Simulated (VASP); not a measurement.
Here is a VASP 6.6.1 calculation.

The input INCAR:

```
SYSTEM = Os
PREC = Accurate
ENCUT = 520
EDIFF = 1E-8
ISMEAR = -1
SIGMA = 0.05
LREAL = .False.
LASPH = .True.
NELM = 120
ALGO = Normal
ISIF = 2
LWAVE = .False.
LCHARG = .False.
GGA = PE
LEFG = .True.
NBANDS = 15
GGA_COMPAT = .False.
```

File KPOINTS:

```
Automatic mesh
0
Gamma
  15 15 9
  0 0 0
```

File POSCAR:

```
Os
1.0
    2.7340999755      0.0000000000      0.0000000000
   -1.3670499878      2.3678000353      0.0000000000
    0.0000000000      0.0000000000      4.2765030000
Os
2
Direct
    0.3333333333      0.6666666667      0.2500000000
    0.6666666667      0.3333333333      0.7500000000
```

Potentials or basis: VASP PAW PBE potentials, release 64 (Os).

Launch:

```console
$ cat potpaw_PBE.64/Os/POTCAR > POTCAR
$ mpirun -np 1 vasp_std > vasp.out
```

Question: Predict the band gap on the k mesh.

Answer: Zero (bands 8 and 9 overlap by 3.85 eV).

Question: Estimate the pressure.

Answer: 13.6 GPa.

Stress tensor (GPa, compression positive):
```
11.02  0.00  0.00
 0.00 11.02  0.00
 0.00  0.00 18.61
```

Caveat: the cell differs from its parent crystal (zz strain of -1 %); the cell stands under pressure; without QUAD_EFG the Cq values of the log hold for a quadrupole moment of 1 mb, not for the nuclei; spin-orbit coupling is left out, which moves the levels of the heavy elements.
